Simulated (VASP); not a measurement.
Input of a VASP 6.6.1 run:

Contents of INCAR:

```
SYSTEM = Pt
PREC = Accurate
ENCUT = 500
EDIFF = 1E-6
ISMEAR = 0
SIGMA = 0.1
LREAL = .False.
LASPH = .True.
NELM = 120
ALGO = Normal
ISIF = 2
LWAVE = .False.
LCHARG = .False.
GGA = PE
NBANDS = 11
GGA_COMPAT = .False.
```

KPOINTS

```
regular mesh
0
Gamma
  15 15 15
  0 0 0
```

POSCAR

```
Pt
1.0
    2.6728587958      0.0000000000      0.0000000000
   -1.3364293979      2.3147636179      0.0000000000
    1.3364293979      0.7715878726      2.3616019871
Pt
1
Direct
    0.0000000000      0.0000000000      0.0000000000
```

Potentials or basis: VASP PAW PBE potentials, release 64 (Pt).

Command:

```sh
$ cat potpaw_PBE.64/Pt/POTCAR > POTCAR
$ mpirun -np 1 vasp_std > vasp.out
```

**Question.** What does it give for the band gap on the k mesh?

**Answer.** Zero (band 5 reaches 12.48 eV, above the bottom of band 6 at 10.06 eV).

**Question.** What does it give for the pressure?

**Answer.** 22.0 GPa.

Stress tensor (GPa, compression positive):
```
27.77  0.00  0.00
 0.00 27.77  0.00
 0.00  0.00 10.43
```

Caveat: spin-orbit coupling is left out, which moves the levels of the heavy elements.
